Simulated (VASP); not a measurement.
**P: relaxation of cell and atoms with PBEsol**

Crystal: P.

```
CELL_PARAMETERS angstrom
2.57540 -4.36483 0.00000
2.57540 4.36483 0.00000
0.00000 0.00000 5.15765
ATOMIC_POSITIONS crystal
P 0.15250 0.84750 0.07850
P 0.65250 0.34750 0.42150
P 0.84750 0.15250 0.92150
P 0.34750 0.65250 0.57850
```

```json
{"Program": "VASP 6.6.1", "Task": "relaxation of cell and atoms", "Functional": "PBEsol", "Potentials or basis": "VASP PAW PBE potentials, release 64 (P)", "Cutoff": "600 eV", "k mesh": "4 × 4 × 4", "Occupations": "gaussian, width 0.1 eV", "Spin": "no spin polarisation", "Dipole correction": "no", "Further INCAR settings": "ALGO = Normal; EDIFF = 1e-06; IBRION = 2; EDIFFG = -0.04; NSW = 90; ISIF = 3"}
```

The relaxed volume is 15.38 Å³/atom. The relaxed cell is a = 3.444 Å, b = 3.444 Å, c = 5.935 Å, α = 90.00°, β = 90.00°, γ = 119.08°. The space group after relaxing (to 0.1 Å) is Cmce (No. 64), the energy gained by relaxing is 1464.7 meV/atom and the ionic steps are 48. The pressure after relaxing is 0.2 GPa, the largest force after relaxing is 0.010 eV/Å and the band gap on the k mesh is zero (bands 10 and 11 overlap by 1.87 eV).

Forces in eV/Å, atoms in the order of the input:
```
P    0.000  0.005 -0.009
P    0.000  0.005  0.009
P    0.000 -0.005  0.009
P    0.000 -0.005 -0.009
```

Stress tensor (GPa, compression positive):
```
0.09 0.00 0.00
0.00 0.27 0.00
0.00 0.00 0.13
```

The path:
| step | energy change (eV) | largest force (eV/Å) | pressure (GPa) | volume (Å³) |
| --- | --- | --- | --- | --- |
| 1 | 0.0000 | 0.5308 | -15.76 | 115.96 |
| 3 | -4.2434 | 0.3045 | -1.32 | 65.91 |
| 5 | -4.3525 | 0.3765 | 0.84 | 64.05 |
| 7 | -4.8669 | 1.8267 | 17.97 | 56.58 |
| 9 | -5.2261 | 1.1752 | 9.02 | 58.83 |
| 11 | -5.2242 | 1.2604 | 10.34 | 58.44 |
| 13 | -5.2741 | 1.3236 | 9.97 | 58.83 |
| 15 | -5.4233 | 1.0364 | 5.98 | 60.17 |
| 17 | -5.6147 | 0.2896 | -3.57 | 66.37 |
| 19 | -5.6205 | 0.4010 | -0.59 | 63.87 |
| 21 | -5.6265 | 0.3201 | -1.73 | 64.60 |
| 23 | -5.6336 | 0.2720 | -1.60 | 64.48 |
| 25 | -5.6559 | 0.1727 | 1.58 | 62.37 |
| 27 | -5.6678 | 0.2043 | 1.24 | 62.81 |
| 29 | -5.7003 | 0.8101 | 1.57 | 63.02 |
| 31 | -5.7143 | 0.9600 | 0.82 | 63.26 |
| 33 | -5.7184 | 1.0149 | 0.38 | 63.42 |
| 35 | -5.7625 | 0.7497 | -0.77 | 63.67 |
| 37 | -5.7933 | 0.3829 | -2.53 | 64.12 |
| 39 | -5.8288 | 0.1947 | -0.18 | 62.39 |
| 41 | -5.8326 | 0.1757 | 0.20 | 62.09 |
| 43 | -5.8465 | 0.0809 | -0.01 | 61.76 |
| 45 | -5.8552 | 0.0474 | -0.05 | 61.61 |
| 47 | -5.8571 | 0.0458 | -0.01 | 61.54 |
| 48 | -5.8587 | 0.0102 | 0.16 | 61.52 |

Final structure:
```
P
1.0
     1.74575   -2.96872    0.00000
     1.74575    2.96872    0.00000
     0.00000    0.00000    5.93510
P
4
Direct
  0.15110 0.84890 0.11441
  0.65110 0.34890 0.38559
  0.84890 0.15110 0.88559
  0.34890 0.65110 0.61441
```

Levels at points of the mesh, in eV from the Fermi level:
```tsv
k point	band 7	band 8	band 9	band 10	band 11	band 12	band 13	band 14
(0.00, 0.00, 0.00)	-2.12	-2.04	-1.72	0.54	1.12	1.56	1.86	2.15
(0.50, 0.00, 0.00)	-3.71	-3.71	-1.49	-1.49	0.48	0.48	3.49	3.49
(0.50, 0.50, 0.00)	-5.50	-2.08	-1.90	-1.84	-0.55	-0.40	1.71	4.32
(0.00, 0.00, 0.50)	-2.21	-2.21	-0.34	-0.34	1.37	1.37	2.52	2.52
(0.50, 0.00, 0.50)	-4.64	-4.64	-2.57	-2.57	0.23	0.23	3.30	3.30
(0.50, 0.50, 0.50)	-4.58	-4.58	-3.58	-3.58	0.63	0.63	2.52	2.52
```

It took 8.4 min on 1 thread of AMD EPYC 9R45 96-Core Processor (Zen 5), on a shared host, peak memory 0.23 GiB.

Caveat: the volume moved by over 15 % at a fixed basis, so the end points are rough; the PAW data sets were made with another functional, which shifts forces and pressure a little.
